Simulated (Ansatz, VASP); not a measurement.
# ZrCrC5: VASP beside Ansatz

```
Zr Cr C
1.0
     2.67152    0.00000    0.00000
    -1.33576    2.31361    0.00000
     0.00000    0.00000   11.24870
Zr Cr C
1 1 5
Cartesian
  0.0000 1.5424 10.8958
  0.0000 0.0000 2.4748
  0.0000 1.5424 8.4933
  0.0000 0.0000 8.5687
  0.0000 1.5424 4.4368
  1.3358 0.7712 4.4453
  1.3358 0.7712 1.3493
```

Alike in both runs: functional PBE; k mesh 12 × 12 × 4; occupations gaussian, width 0.1 eV; collinear spin.

Ansatz relaxed the structure, and its values are those at the end. VASP's run is a single point on that final structure, the one shown.

|  | VASP | Ansatz |
| --- | --- | --- |
| version | VASP 6.6.1 | Ansatz 0.2.0 |
| potentials or method | VASP PAW PBE potentials, release 64 (Zr_sv, Cr_pv, C), cutoff 520 eV | scalar-relativistic, plane waves, PAW |
| valence electrons in the cell | 44 | 46 |

|  | VASP | Ansatz | Ansatz less VASP |
| --- | --- | --- | --- |
| gap on the k mesh at the Fermi level (eV) | none | none | - |
| pressure (GPa) | 0.3 | 0.0 | -0.32 |
| rms of the force components (eV/Å) | 0.009 | 0.002 | -0.0070 |
| net moment per atom (μB) | 0.16 | 0.16 | 0.000 |
| size of the moment on the site where the two differ most (μB) | 0.96 | 0.79 | -0.177 |

Site moments also hang on the region over which each program counts them. A gap of «none» marks a metal or a gap that the smearing closes. VASP's potentials hold 44 valence electrons a cell and Ansatz's 46, so a difference there can come from the potentials and not from the codes.
